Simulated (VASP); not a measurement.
# B13N12 (a cell with a defect) in VASP: notebook, part 2 of 2

VASP 6.6.1. Earlier steps stand in the parts before.

### Step 4. Single point, PBE+D3(BJ), collinear spin

Input file INCAR:

```
SYSTEM = B13N12
PREC = Accurate ; ENCUT = 520
EDIFF = 1E-6 ; ISMEAR = 0
SIGMA = 0.02 ; LREAL = Auto
LASPH = .True. ; NELM = 150
ALGO = Normal ; ISIF = 2
LWAVE = .False. ; LCHARG = .True.
ISPIN = 2 ; MAGMOM = 0 0 0 0 0 0 0 0 0 0 0 0 0.16 0 0 0 0 0 0 0 0 0 0 0 0
LORBIT = 11 ; GGA = PE
IVDW = 12 ; LELF = .True.
LVHAR = .True. ; NBANDS = 72
```

Input file KPOINTS:

```
Automatic mesh
0
Gamma
  2 2 2
  0.5 0.5 0.5
```

Input file POSCAR:

```
B13N12
1.0
   -3.7615274048      3.3394821732      4.3376638236
    3.7615274048      3.3394821732     -4.3376638236
   -3.7615274048     -3.3394821732     -4.3376638236
B N
13 12
Direct
    0.4963912808      0.2418027656      0.7514940126
    0.3495590693      1.0118403400      0.3317727122
    0.6243869355      0.9505155355      0.6610901367
    0.5116733303      0.7630833803      0.2512372479
    0.8231095222      0.2393199658      0.0788689150
    0.3501064887      0.5113291139      0.8437448359
    0.8540810213      0.7694142710      0.5834732710
    0.1550068907      0.2291236101      0.4058856701
    0.6628452688      0.4956984120      0.1664716085
    1.0159699416      1.0129397216      0.9948864761
    0.9794777915      0.4879364106      0.4932766468
    0.1730522564      0.7551654561      0.9183239630
    0.4025348372      0.6672041977      0.6557131685
    0.5233910963      0.9406471367      0.4132363967
    0.3270958262      0.6615571615      0.0034864770
    0.6740841616      0.6729863438      0.3333211202
    0.4979714578      0.4094080150      0.9182916436
    0.8691937415      0.9463996329      0.7490911997
    0.3308226254      0.1618657085      0.4986551273
    0.8235682178      0.4064111002      0.2475755111
    0.1851720105      0.9336449597      0.0822712363
    0.6570751892      0.1567847151      0.8337543060
    1.0045472477      0.6685018691      0.6657186908
    0.9934465326      0.1576216100      0.1624283389
    0.1580545374      0.4070007577      0.5777294157
```

Potentials or basis: VASP PAW PBE potentials, release 64 (B, N).

Started as:

```
cat potpaw_PBE.64/B/POTCAR potpaw_PBE.64/N/POTCAR > POTCAR
mpirun -np 1 vasp_std > vasp.out
```

OUTCAR:

```text
SYSTEM = B13N12
   PREC = Accurate
   ENCUT = 520
   EDIFF = 1E-6
   ISMEAR = 0
   LREAL = Auto
   LASPH = .True.
   NELM = 150
   ISIF = 2
   ISPIN = 2
   LORBIT = 11
   GGA = PE
   IVDW = 12
 IVDW          = 12

 ion  position               nearest neighbor table
   1  0.496  0.242  0.751-  22 1.42  17 1.44  19 1.47
   2  0.350  0.012  0.332-  14 1.42  21 1.45  19 1.46
   3  0.624  0.951  0.661-  14 1.52  22 1.52  18 1.53  13 1.71
   4  0.512  0.763  0.251-  14 1.43  15 1.44  16 1.46
   5  0.823  0.239  0.079-  22 1.42  20 1.45  24 1.46
   6  0.350  0.511  0.844-  17 1.44  15 1.45  25 1.54  13 1.76
   7  0.854  0.769  0.583-  18 1.42  16 1.45  23 1.46
   8  0.155  0.229  0.406-  24 1.42  19 1.42  25 1.50
   9  0.663  0.496  0.166-  17 1.43  20 1.45  16 1.45
  10  0.016  0.013  0.995-  18 1.43  21 1.44  24 1.46
  11  0.979  0.488  0.493-  20 1.42  23 1.43  25 1.50  13 2.15
  12  0.173  0.755  0.918-  21 1.44  15 1.44  23 1.46
  13  0.403  0.667  0.656-  25 1.50   3 1.71   6 1.76  11 2.15
  14  0.523  0.941  0.413-   2 1.42   4 1.43   3 1.52
  15  0.327  0.662  0.003-  12 1.44   4 1.44   6 1.45
  16  0.674  0.673  0.333-   9 1.45   7 1.45   4 1.46
  17  0.498  0.409  0.918-   9 1.43   6 1.44   1 1.44
  18  0.869  0.946  0.749-   7 1.42  10 1.43   3 1.53
  19  0.331  0.162  0.499-   8 1.42   2 1.46   1 1.47
  20  0.824  0.406  0.248-  11 1.42   9 1.45   5 1.45
  21  0.185  0.934  0.082-  12 1.44  10 1.44   2 1.45
  22  0.657  0.157  0.834-   5 1.42   1 1.42   3 1.52
  23  0.005  0.669  0.666-  11 1.43   7 1.46  12 1.46
  24  0.993  0.158  0.162-   8 1.42   5 1.46  10 1.46
  25  0.158  0.407  0.578-  13 1.50  11 1.50   8 1.50   6 1.54

  LATTYP: Found a body centered orthorhombic cell.
 ALAT       =     6.6789643464
 B/A-ratio  =     1.1263804416
 C/A-ratio  =     1.2989031229

  Lattice vectors:

 A1 = (  -3.7615274048,  -3.3394821732,   4.3376638236)
 A2 = (   3.7615274048,   3.3394821732,   4.3376638236)
 A3 = (  -3.7615274048,   3.3394821732,  -4.3376638236)

Analysis of symmetry for initial positions (statically):
=====================================================================
 Subroutine PRICEL returns:
 Original cell was already a primitive cell.

 Routine SETGRP: Setting up the symmetry group for a
 body centered orthorhombic supercell.

 Subroutine GETGRP returns: Found  1 space group operations
 (whereof  1 operations were pure point group operations)
 out of a pool of  8 trial point group operations.

The static configuration has the point symmetry C_1 .

Analysis of symmetry for dynamics (positions and initial velocities):
=====================================================================
 Subroutine PRICEL returns:
 Original cell was already a primitive cell.

 Routine SETGRP: Setting up the symmetry group for a
 body centered orthorhombic supercell.

 Subroutine GETGRP returns: Found  1 space group operations
 (whereof  1 operations were pure point group operations)
 out of a pool of  8 trial point group operations.

The dynamic configuration has the point symmetry C_1 .

Analysis of structural, dynamic, and magnetic symmetry:
=====================================================================
 Subroutine PRICEL returns:
 Original cell was already a primitive cell.

 Routine SETGRP: Setting up the symmetry group for a
 body centered orthorhombic supercell.

[... 142 lines left out ...]
   EMIN   =  10.00;   EMAX   =-10.00  energy-range for DOS
   EFERMI =   0.00;   METHOD = LEGACY
   ISMEAR =     0;   SIGMA  =   0.02  broadening in eV -4-tet -1-fermi 0-gaus
   EFERMI_NEDOS =   21; number of points for ismear=-14 and -15
   IALGO  =     38    algorithm
   IMIX   =      4    mixing-type and parameters
     AMIX     =   0.40;   BMIX     =  1.00
     AMIX_MAG =   1.60;   BMIX_MAG =  1.00
  volume/ion in A,a.u.               =       8.72        58.83
  Fermi-wavevector in a.u.,A,eV,Ry     =   1.258443  2.378112 21.547251  1.583678
  Thomas-Fermi vector in A             =   2.392052
   LORBIT       =     11    0 simple, 1 ext, 2 COOP (PROOUT), +10 PAW based schemes
   GGA     = PE    functional components
   LHFCALC =     F    Hartree Fock is set to
   AEXX    =    0.0000 exact exchange contribution
   IVDW    =    12    specifies the selected vdW correction
   LEPSILON=     F    determine dielectric tensor
   LRPA    =     F    only Hartree local field effects (RPA)
 spin polarized calculation
 Gauss-broadening in eV      SIGMA  =   0.02
  energy-cutoff  :      520.00
  volume of cell :      217.95
 maximum number of plane-waves:      5886
 NGX is ok and might be reduce to    50
   NGX = 25   NGY = 25   NGZ = 25

 number of electron      99.0000002 magnetization       1.0000319

 Free energy of the ion-electron system (eV)
  ---------------------------------------------------
  ext. energy  EPLUGINS =         0.00000000
  ---------------------------------------------------
  free energy    TOTEN  =      -211.62598355 eV

  energy without entropy =     -211.62598355  energy(sigma->0) =     -211.62598355

 E-fermi :   4.6269     XC(G=0): -10.2839

 val. band max:        4.4721957535   @ k =  -0.2500   0.2500   0.2500
 cond. band min:       5.2704756869   @ k =  -0.2500  -0.2500   0.2500
 fundamental gap:      0.7982799334
 Fermi energy:         4.6269494834

 spin component 1

 k-point     1 :       0.2500    0.2500    0.2500
  band No.  band energies     occupation
      1     -15.8564      1.00000
      2     -14.4980      1.00000
      3     -14.4400      1.00000
      4     -14.1259      1.00000
      5     -13.3265      1.00000
      6     -12.5290      1.00000
[... 245 lines left out ...]
     60      10.6158      0.00000
     61      10.9004      0.00000
 Fermi energy:         4.6269494834

 spin component 2

 k-point     1 :       0.2500    0.2500    0.2500
  band No.  band energies     occupation
      1     -15.7470      1.00000
      2     -14.4691      1.00000
      3     -14.4092      1.00000
      4     -14.1028      1.00000
      5     -13.2800      1.00000
      6     -12.5146      1.00000
[... 245 lines left out ...]
     60      10.6675      0.00000
     61      10.9613      0.00000
 [bands above 61 left out]

------------------------ aborting loop because EDIFF is reached ----------------------------------------

 Edisp (eV)   -3.66058

 E8    (eV) :    -1.0797

  FORCE on cell =-STRESS in cart. coord.  units (eV):
  Direction    XX          YY          ZZ          XY          YZ          ZX
  --------------------------------------------------------------------------------------
  -------------------------------------------------------------------------------------
  Total       8.72712     2.98737     6.31838     0.38531     1.01198     0.34659
  in kB      64.15380    21.96044    46.44696     2.83247     7.43912     2.54782
  external pressure =       44.19 kB  Pullay stress =        0.00 kB

 VOLUME and BASIS-vectors are now :
 -----------------------------------------------------------------------------
  energy-cutoff  :      520.00
  volume of cell :      217.95
      direct lattice vectors                 reciprocal lattice vectors
    -3.761527405  3.339482173  4.337663824    -0.132924726  0.149723812  0.000000000
     3.761527405  3.339482173 -4.337663824     0.000000000  0.149723812 -0.115269422
    -3.761527405 -3.339482173 -4.337663824    -0.132924726  0.000000000 -0.115269422

 POSITION                                       TOTAL-FORCE (eV/Angst)
 -----------------------------------------------------------------------------------
     -3.78441     -0.04442     -2.15541         0.007000      0.033611      0.004286
     -2.51831      0.09894      0.02579         0.003599     -0.012102      0.007052
     -1.25997      3.05166     -4.28222         0.009285      0.015432     -0.021455
      0.00065      3.41802     -2.18032         0.000047     -0.032139      0.003395
     -2.49261      3.28458      2.19018         0.001260      0.042220      0.004507
     -2.56733      0.05908     -4.35921        -0.009056      0.031372      0.002520
[... 17 lines left out ...]
     -3.75496      3.30155      2.92097         0.002799     -0.000945      0.005061
     -1.23673     -0.04232     -3.58584         0.009796      0.032129      0.032266
 -----------------------------------------------------------------------------------
    total drift:                                0.004377      0.000874     -0.000337

  FREE ENERGIE OF THE ION-ELECTRON SYSTEM (eV)
  ---------------------------------------------------
  free  energy   TOTEN  =      -215.2865606858 eV

  energy  without entropy=     -215.2865606858  energy(sigma->0) =     -215.28656069

 total charge

# of ion       s       p       d       tot
------------------------------------------
    1        0.743   1.434   0.000   2.177
    2        0.747   1.440   0.000   2.187
    3        0.685   1.404   0.000   2.090
    4        0.748   1.444   0.000   2.191
    5        0.744   1.429   0.000   2.173
    6        0.719   1.469   0.000   2.188
[... 17 lines left out ...]
   24        1.226   2.795   0.000   4.021
   25        1.233   2.770   0.000   4.003
--------------------------------------------------
tot         24.417  51.768   0.000  76.184

 magnetization (x)

# of ion       s       p       d       tot
------------------------------------------
    1        0.000   0.005   0.000   0.005
    2        0.000   0.007   0.000   0.007
    3       -0.001  -0.001   0.000  -0.001
    4       -0.000   0.007   0.000   0.007
    5        0.000   0.003   0.000   0.003
    6        0.005   0.102   0.000   0.107
[... 17 lines left out ...]
   24        0.000   0.003   0.000   0.003
   25        0.002   0.034   0.000   0.037
--------------------------------------------------
tot          0.037   0.593   0.000   0.630
```

Run time: 9.3 min. Hardware: 1 thread of Oxide Virtual Turin-like, shared host; peak memory 0.42 GiB.

Results:

```
Free energy                                           : -215.2866 eV
Pressure                                              : 4.4 GPa
Largest force                                         : 0.184 eV/Å
Band gap on the k mesh                                : 0.80 eV
Net moment                                            : 1.00 μB per cell
Site moments                                          : B +0.01, -0.00, +0.00, +0.11, +0.27 (each value once); N +0.03, +0.06, +0.01, +0.04, +0.00 (each value once) μB
Valence electrons inside the program's atomic spheres : B 2.18, 2.19, 2.09, 2.17, 2.16, 1.90 (each value once); N 4.02, 4.01, 4.03, 4.00, 4.04 (each value once)
Dispersion energy per atom                            : -0.146 eV
```

Forces in eV/Å, atoms in the order of the input:
```
B    0.007  0.034  0.004
B    0.004 -0.012  0.007
B    0.009  0.015 -0.021
B    0.000 -0.032  0.003
B    0.001  0.042  0.005
B   -0.009  0.031  0.003
B    0.005 -0.021  0.015
B    0.003 -0.025  0.009
B    0.002 -0.007  0.009
B    0.003 -0.025  0.006
B    0.007  0.019  0.015
B    0.003 -0.035  0.008
B   -0.079  0.057 -0.157
N    0.008 -0.024  0.006
N    0.003 -0.035  0.000
N    0.004 -0.033  0.006
N    0.002  0.008  0.006
N    0.000 -0.050  0.014
N    0.005  0.008  0.002
N    0.000  0.020  0.006
N    0.005 -0.042  0.007
N    0.003  0.080 -0.003
N    0.000 -0.007  0.012
N    0.003 -0.001  0.005
N    0.010  0.032  0.032
```

Caveat: the k points lie up to 0.59 Å⁻¹ apart; semilocal functionals underestimate gaps, and a narrow one can read as zero.

### Step 5. The runs side by side

```csv
cell,gap on the mesh (eV),pressure (GPa),moment (μB),largest force (eV/Å)
"as given, atomic positions A",0.79,4.7,1.00,0.06
"as given, atomic positions B",0.81,5.3,1.00,0.29
"as given, atomic positions C",0.80,4.4,1.00,0.18
```

Alike in all rows: task single point; level PBE+D3(BJ); potentials or basis VASP PAW PBE potentials, release 64 (B, N); spin collinear; k mesh 2 × 2 × 2, shifted; cutoff (eV) 520; smearing gaussian 0.02 eV.

Caveats: all runs use coarse meshes; semilocal functionals underestimate gaps, and a narrow one can read as zero (at least some runs).

Total energies depend on the potentials used, so only differences within one code and one set of settings carry meaning.
